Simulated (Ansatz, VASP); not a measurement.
## One calculation of ZnS, two programs

```
Zn S
1.0
     0.00000    2.62351    2.74522
     2.62351    0.00000    2.74522
     2.62351    2.62351    0.00000
Zn S
1 1
Direct
  0.00000 0.00000 0.00000
  0.75000 0.75000 0.75000
```

Change from the starting cell: strain -0.030 along x and y, +0.015 along z, atoms carried along.

Alike in both runs: task single point; functional r2SCAN; k mesh 8 × 8 × 8; occupations gaussian, width 0.05 eV; no spin polarisation.

```csv
,VASP,Ansatz
version,VASP 6.6.1,Ansatz 0.2.0
potentials or method,"VASP PAW PBE potentials, release 64 (Zn, S), cutoff 520 eV","scalar-relativistic, plane waves, PAW"
valence electrons in the cell,18,18
```

Ansatz gave:

* gap on the k mesh at the Fermi level (eV): 2.80
* least direct gap on the mesh (eV): 2.80
* pressure (GPa): 2.9
* traceless stress, the component that is largest in VASP (GPa): -1.40

Task: Estimate VASP's values.

Result: gap on the k mesh at the Fermi level (eV): 2.81; least direct gap on the mesh (eV): 2.81; pressure (GPa): 2.9; traceless stress, the component that is largest in VASP (GPa): -1.39.

VASP's potentials were made for PBE, not for r2SCAN.
